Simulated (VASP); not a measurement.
Set up this calculation in VASP 6.6.1, as the native input.

```yaml
Task: single point
Functional: PBE
Potentials_or_basis: VASP PAW PBE potentials, release 64 (Sn_d, O)
Cutoff: 520 eV
k_mesh: 8 × 8 × 11
Occupations: fermi-dirac, width 0.05 eV
Spin: no spin polarisation
Dipole_correction: no
Further_INCAR_settings: ALGO = Normal; EDIFF = 1e-06; NBANDS = 35
```

The structure of SnO2 (rutile type) lies in POSCAR:

```
SnO2
1.0
    4.3940940527      0.0000000000      0.0000000000
    0.0000000000      4.3940940527      0.0000000000
    0.0000000000      0.0000000000      3.1044042845
Sn O
2 4
Direct
    0.0000000000      0.0000000000      0.0000000000
    0.5000000000      0.5000000000      0.5000000000
    0.3058404214      0.3058404214      0.0000000000
    0.6941595786      0.6941595786      0.0000000000
    0.8058404214      0.1941595786      0.5000000000
    0.1941595786      0.8058404214      0.5000000000
```

The input as run:

INCAR

```
SYSTEM = SnO2
PREC = Accurate
ENCUT = 520
EDIFF = 1E-6
ISMEAR = -1
SIGMA = 0.05
LREAL = .False.
LASPH = .True.
NELM = 80
ALGO = Normal
ISIF = 2
LWAVE = .False.
LCHARG = .False.
GGA = PE
NBANDS = 35
```

KPOINTS

```
regular mesh
0
Gamma
  8 8 11
  0 0 0
```

Potentials or basis: VASP PAW PBE potentials, release 64 (Sn_d, O).

Run with:

```sh
$ cat potpaw_PBE.64/Sn_d/POTCAR potpaw_PBE.64/O/POTCAR > POTCAR
$ mpirun -np 1 vasp_std > vasp.out
```

Results of the run:

| Quantity | Value |
| --- | --- |
| Pressure | 70.0 GPa |
| Largest force | 0.029 eV/Å |
| Band gap on the k mesh | 3.41 eV |

Caveat: the cell stands under pressure; spin-orbit coupling is left out, which moves the levels of the heavy elements; an odd mesh through Γ misses points on the zone boundary, where band edges can lie.

Wall time 3.2 min on 1 thread of AMD EPYC 7R13 Processor (Zen 3) (shared host), peak memory 0.24 GiB.
